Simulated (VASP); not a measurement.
# Yb2BiN2 (I4/mmm) in VASP: single point with PBE

Aim: the single point of Yb2BiN2 with PBE.

Program: VASP 6.6.1. These are calculated values, not measurements. Logs are shortened: lines on timing, memory, paths and dates and some standing lists are left out, and cuts for length are marked.

### Step 1. The cell of the first run

The structure is tetragonal, space group I4/mmm (No. 139). Conventional cell: a = 3.915 Å, b = 3.915 Å, c = 12.501 Å, α = 90.00°, β = 90.00°, γ = 90.00°. N (site symmetry -4m2) has 4 Yb at 2.28 Å and 4 N at 2.77 Å within 3.0 Å. Yb (site symmetry 4mm) has 4 N at 2.28 Å within 3.0 Å. Bi (site symmetry 4/mmm) has 10 Yb at 3.39 to 4.30 Å and 8 N at 3.69 Å and 4 Bi at 3.91 Å within 4.5 Å.

### Step 2. Single point, PBE

File INCAR:

```
SYSTEM = Yb2BiN2
PREC = Accurate
ENCUT = 520
EDIFF = 1E-6
ISMEAR = -1
SIGMA = 0.1
LREAL = .False.
LASPH = .True.
NELM = 80
ALGO = Normal
ISIF = 2
LWAVE = .False.
LCHARG = .True.
GGA = PE
LELF = .True.
LVHAR = .True.
NBANDS = 44
```

File KPOINTS:

```
Automatic mesh
0
Gamma
  6 6 6
  0 0 0
```

File POSCAR:

```
Yb2BiN2
1.0
    0.0000000000      3.9145870000      0.0000000000
    3.9145870000      0.0000000000      0.0000000000
    1.9572940000      1.9572940000     -6.2506670000
N Yb Bi
2 2 1
Direct
    0.2500000000      0.7500000000      0.5000000000
    0.7500000000      0.2500000000      0.5000000000
    0.3440000000      0.3440000000      0.3120000000
    0.6560000000      0.6560000000      0.6880000000
    0.0000000000      0.0000000000      0.0000000000
```

Potentials or basis: VASP PAW PBE potentials, release 64 (N, Yb, Bi_d).

The run is started by

```console
$ cat potpaw_PBE.64/N/POTCAR potpaw_PBE.64/Yb/POTCAR potpaw_PBE.64/Bi_d/POTCAR > POTCAR
$ mpirun -np 1 vasp_std > vasp.out
```

OUTCAR:

```text
SYSTEM = Yb2BiN2
   PREC = Accurate
   ENCUT = 520
   EDIFF = 1E-6
   ISMEAR = -1
   LREAL = .False.
   LASPH = .True.
   NELM = 80
   ISIF = 2
   GGA = PE

 ion  position               nearest neighbor table
   1  0.250  0.750  0.500-   3 2.28   4 2.28   4 2.28   3 2.28
   2  0.750  0.250  0.500-   3 2.28   4 2.28   4 2.28   3 2.28
   3  0.344  0.344  0.312-   1 2.28   2 2.28   1 2.28   2 2.28   5 3.39   5 3.39   5 3.39   5 3.39
                             4 3.63   4 3.63   4 3.63   4 3.63
   4  0.656  0.656  0.688-   1 2.28   2 2.28   1 2.28   2 2.28   5 3.39   5 3.39   5 3.39   5 3.39
                             3 3.63   3 3.63   3 3.63   3 3.63
   5  0.000  0.000  0.000-   4 3.39   3 3.39   4 3.39   3 3.39   3 3.39   4 3.39   4 3.39   3 3.39

  LATTYP: Found a body centered tetragonal cell.
 ALAT       =     3.9145870000
 C/A-ratio  =     3.1935256516

  Lattice vectors:

 A1 = (  -1.9572940000,   1.9572930000,   6.2506670000)
 A2 = (   1.9572930000,  -1.9572940000,   6.2506670000)
 A3 = (   1.9572940000,   1.9572940000,  -6.2506670000)

Analysis of symmetry for initial positions (statically):
=====================================================================
 Subroutine PRICEL returns:
 Original cell was already a primitive cell.

 Routine SETGRP: Setting up the symmetry group for a
 body centered tetragonal supercell.

 Subroutine GETGRP returns: Found 16 space group operations
 (whereof 16 operations were pure point group operations)
 out of a pool of 16 trial point group operations.

The static configuration has the point symmetry D_4h.

Analysis of symmetry for dynamics (positions and initial velocities):
=====================================================================
 Subroutine PRICEL returns:
 Original cell was already a primitive cell.

 Routine SETGRP: Setting up the symmetry group for a
 body centered tetragonal supercell.

 Subroutine GETGRP returns: Found 16 space group operations
 (whereof 16 operations were pure point group operations)
 out of a pool of 16 trial point group operations.

The dynamic configuration has the point symmetry D_4h.

 Subroutine INISYM returns: Found 16 space group operations
 (whereof 16 operations are pure point group operations),
 and found     1 'primitive' translations

----------------------------------------------------------------------------------------

                                     Primitive cell

  volume of cell :      95.7852

  direct lattice vectors                    reciprocal lattice vectors
     0.000000000  3.914587000  0.000000000     0.000000000  0.255454790  0.079991484
     3.914587000  0.000000000  0.000000000     0.255454790  0.000000000  0.079991484
     1.957294000  1.957294000 -6.250667000     0.000000000  0.000000000 -0.159982927

  length of vectors
     3.914587000  3.914587000  6.836142008     0.267685986  0.267685986  0.159982927

  position of ions in fractional coordinates (direct lattice)
     0.250000000  0.750000000  0.500000000
     0.750000000  0.250000000  0.500000000
     0.344000000  0.344000000  0.312000000
     0.656000000  0.656000000  0.688000000
     0.000000000  0.000000000  0.000000000

  ion indices of the primitive-cell ions
   primitive index   ion index
                 1           1
                 2           2
                 3           3
                 4           4
                 5           5

----------------------------------------------------------------------------------------

 KPOINTS: Automatic mesh

Automatic generation of k-mesh.
 Grid dimensions read from file:
 generate k-points for:    6    6    6

 Generating k-lattice:

  Cartesian coordinates                     Fractional coordinates (reciprocal lattice)
     0.000000000  0.042575798  0.013331914     0.166666667  0.000000000  0.000000000
     0.042575798  0.000000000  0.013331914     0.000000000  0.166666667  0.000000000
     0.000000000  0.000000000 -0.026663821     0.000000000  0.000000000  0.166666667

  Length of vectors
     0.044614331  0.044614331  0.026663821

  Shift w.r.t. Gamma in fractional coordinates (k-lattice)
     0.000000000  0.000000000  0.000000000

 Subroutine IBZKPT returns following result:
 ===========================================

 Found     30 irreducible k-points:

 Following reciprocal coordinates:
            Coordinates               Weight
  0.000000  0.000000  0.000000      1.000000
  0.166667  0.000000 -0.000000      8.000000
  0.333333  0.000000 -0.000000      8.000000
  0.500000  0.000000  0.000000      4.000000
  0.166667  0.166667 -0.000000      8.000000
  0.333333  0.166667  0.000000     16.000000
[... 16 lines left out ...]
 -0.333333 -0.333333  0.166667      4.000000
 -0.166667 -0.333333  0.166667     16.000000
 [... further k-points ...]
   k-points           NKPTS =     30   k-points in BZ     NKDIM =     30   number of bands    NBANDS=     44
   number of dos      NEDOS =    301   number of ions     NIONS =      5
   total plane-waves  NPLWV =  48600
   dimension x,y,z NGX =    30 NGY =   30 NGZ =   54
   dimension x,y,z NGXF=    60 NGYF=   60 NGZF=  108
   ions per type =               2   2   1
   NGX,Y,Z   is equivalent  to a cutoff of  12.74, 12.74, 13.13 a.u.
   NGXF,Y,Z  is equivalent  to a cutoff of  25.48, 25.48, 26.26 a.u.
 SYSTEM =  Yb2BiN2
   PREC   = accura    normal or accurate (medium, high low for compatibility)
   ISTART =      0    job   : 0-new  1-cont  2-samecut
   ICHARG =      2    charge: 1-file 2-atom 10-const
   ISPIN  =      1    spin polarized calculation?
   LNONCOLLINEAR =      F non collinear calculations
   LSORBIT =      F    spin-orbit coupling
   LASPH  =      T    aspherical Exc in radial PAW
   ENCUT  =  520.0 eV  38.22 Ry    6.18 a.u.   7.28  7.28 12.71*2*pi/ulx,y,z
   NELM   =     80;   NELMIN=  2; NELMDL= -5     # of ELM steps
   EDIFF  = 0.1E-05   stopping-criterion for ELM
   LREAL  =      F    real-space projection
   EDIFFG = 0.1E-04   stopping-criterion for IOM
   NSW    =      0    number of steps for IOM
   IBRION =     -1    ionic relax: 0-MD 1-quasi-New 2-CG
   NFREE  =      0    steps in history (QN), initial steepest desc. (CG)
   ISIF   =      2    stress and relaxation
   ISYM   =      2    0-nonsym 1-usesym 2-fastsym
   POTIM  = 0.5000    time-step for ionic-motion
   TEBEG  =    0.0;   TEEND  =   0.0 temperature during run
   PSTRESS=    0.0 pullay stress
   NELECT =      73.0000    total number of electrons
   NUPDOWN=      -1.0000    fix difference up-down
   EMIN   =  10.00;   EMAX   =-10.00  energy-range for DOS
   EFERMI =   0.00;   METHOD = LEGACY
   ISMEAR =    -1;   SIGMA  =   0.10  broadening in eV -4-tet -1-fermi 0-gaus
   EFERMI_NEDOS =   21; number of points for ismear=-14 and -15
   IALGO  =     38    algorithm
   IMIX   =      4    mixing-type and parameters
     AMIX     =   0.40;   BMIX     =  1.00
     AMIX_MAG =   1.60;   BMIX_MAG =  1.00
  volume/ion in A,a.u.               =      19.16       129.28
  Fermi-wavevector in a.u.,A,eV,Ry     =   1.495374  2.825846 30.424560  2.236142
  Thomas-Fermi vector in A             =   2.607527
   LORBIT       =      0    0 simple, 1 ext, 2 COOP (PROOUT), +10 PAW based schemes
   GGA     = PE    functional components
[... 5 lines left out ...]
 non-spin polarized calculation
  energy-cutoff  :      520.00
  volume of cell :       95.79
 maximum number of plane-waves:      2592
 NGX is ok and might be reduce to    30
   NGX = 15   NGY = 15   NGZ = 25

 number of electron      73.0000006 magnetization

 Free energy of the ion-electron system (eV)
  ---------------------------------------------------
  ext. energy  EPLUGINS =         0.00000000
  ---------------------------------------------------
  free energy    TOTEN  =       -29.75014131 eV

  energy without entropy =      -29.50092293  energy(sigma->0) =      -29.62553212

 E-fermi :   3.8715     XC(G=0): -10.9430

 val. band max:        3.8697558526   @ k =  -0.3333  -0.3333   0.1667
 cond. band min:       3.8802610138   @ k =   0.5000   0.5000   0.0000
 fundamental gap:      0.0105051612
 Fermi energy:         3.8715412551

 k-point     1 :       0.0000    0.0000    0.0000
  band No.  band energies     occupation
      1     -47.1462      2.00000
      2     -47.1270      2.00000
      3     -19.5816      2.00000
      4     -19.3447      2.00000
      5     -19.3447      2.00000
      6     -19.2046      2.00000
[... 36 lines left out ...]
     43       9.5306      0.00000
     44       9.6426      0.00000

 k-point     2 :       0.1667    0.0000   -0.0000
  band No.  band energies     occupation
      1     -47.1441      2.00000
      2     -47.1275      2.00000
      3     -19.5760      2.00000
      4     -19.3966      2.00000
      5     -19.3296      2.00000
      6     -19.2402      2.00000
[... 36 lines left out ...]
     43       9.2992      0.00000
     44      10.1090      0.00000

 k-point     3 :       0.3333    0.0000   -0.0000
  band No.  band energies     occupation
      1     -47.1391      2.00000
      2     -47.1294      2.00000
      3     -19.5813      2.00000
      4     -19.5040      2.00000
      5     -19.2966      2.00000
      6     -19.2754      2.00000
[... 36 lines left out ...]
     43       9.2039      0.00000
     44       9.9014      0.00000

 k-point     4 :       0.5000    0.0000    0.0000
  band No.  band energies     occupation
      1     -47.1341      2.00000
      2     -47.1328      2.00000
      3     -19.5793      2.00000
      4     -19.5742      2.00000
      5     -19.2746      2.00000
      6     -19.2681      2.00000
[... 882 lines left out ...]
     43       9.5863      0.00000
     44      10.4442      0.00000

 k-point    23 :      -0.3333   -0.3333    0.1667
  band No.  band energies     occupation
      1     -47.1335      2.00000
      2     -47.1304      2.00000
      3     -19.5764      2.00000
      4     -19.5462      2.00000
      5     -19.3894      2.00000
      6     -19.2980      2.00000
[... 36 lines left out ...]
     43       9.1975      0.00000
     44      10.7570      0.00000

 k-point    24 :      -0.1667   -0.3333    0.1667
  band No.  band energies     occupation
      1     -47.1368      2.00000
      2     -47.1302      2.00000
      3     -19.5605      2.00000
      4     -19.5154      2.00000
      5     -19.3526      2.00000
      6     -19.2730      2.00000
[... 36 lines left out ...]
     43       9.3946      0.00000
     44      10.2987      0.00000

 [... further k-points ...]
[... 5 lines left out ...]
  --------------------------------------------------------------------------------------
  -------------------------------------------------------------------------------------
  Total       -0.7976702     -0.7976702     -1.7658709     -0.0000000      0.0000001      0.0000001
  in kB      -13.3424534    -13.3424534    -29.5373332     -0.0000000      0.0000024      0.0000024
  external PRESSURE =     -18.7407467 kB  Pullay stress =       0.0000000 kB

 VOLUME and BASIS-vectors are now :
 -----------------------------------------------------------------------------
  energy-cutoff  :      520.00
  volume of cell :       95.79
      direct lattice vectors                 reciprocal lattice vectors
     0.000000000  3.914587000  0.000000000     0.000000000  0.255454790  0.079991484
     3.914587000  0.000000000  0.000000000     0.255454790  0.000000000  0.079991484
     1.957294000  1.957294000 -6.250667000     0.000000000  0.000000000 -0.159982927

 POSITION                                       TOTAL-FORCE (eV/Angst)
 -----------------------------------------------------------------------------------
      3.91459      1.95729     -3.12533        -0.000000     -0.000000      0.000000
      1.95729      3.91459     -3.12533         0.000000      0.000000      0.000000
      1.95729      1.95729     -1.95021         0.000000      0.000000     -1.953149
      3.91459      3.91459     -4.30046        -0.000000     -0.000000      1.953149
      0.00000      0.00000      0.00000         0.000000     -0.000000      0.000000
 -----------------------------------------------------------------------------------
    total drift:                               -0.000000      0.000000      0.000000

  FREE ENERGIE OF THE ION-ELECTRON SYSTEM (eV)
  ---------------------------------------------------
  free  energy   TOTEN  =       -29.7501413062 eV

  energy  without entropy=      -29.5009229301  energy(sigma->0) =      -29.62553212
```

Wall time 9.8 min (1 thread of Intel Xeon Platinum 8375C at 2.90GHz (Ice Lake), shared host); peak memory 0.3 GiB.

Results:

- Free energy: -29.7501 eV
- Pressure: -1.9 GPa
- Largest force: 1.953 eV/Å

Forces on the atoms (eV/Å):
```
N    0.000  0.000  0.000
N    0.000  0.000  0.000
Yb   0.000  0.000 -1.953
Yb   0.000  0.000  1.953
Bi   0.000  0.000  0.000
```

Levels at points of the mesh, in eV from the Fermi level:
```csv
k point,band 34,band 35,band 36,band 37,band 38,band 39,band 40,band 41
"(0.00, 0.00, 0.00)",-0.59,0.02,0.02,0.95,1.39,1.39,2.74,5.10
"(0.50, 0.00, 0.00)",-0.55,-0.55,-0.31,-0.29,-0.09,1.59,4.35,4.83
"(0.50, 0.50, 0.00)",-0.59,-0.15,0.01,0.35,0.45,0.46,1.79,3.96
"(0.00, 0.00, 0.50)",-0.60,-0.39,0.41,0.41,0.82,0.82,2.39,4.16
```

Caveat: spin-orbit coupling is left out, which moves the levels of the heavy elements; without U or exact exchange the open f shell lies at the Fermi level, which spoils levels, moments and volumes; forces of over 1 eV/Å act on the atoms, so gaps and moduli don't describe the material at rest. Spin polarisation is off, so any magnetic state and its effect on volume and gap are missing.
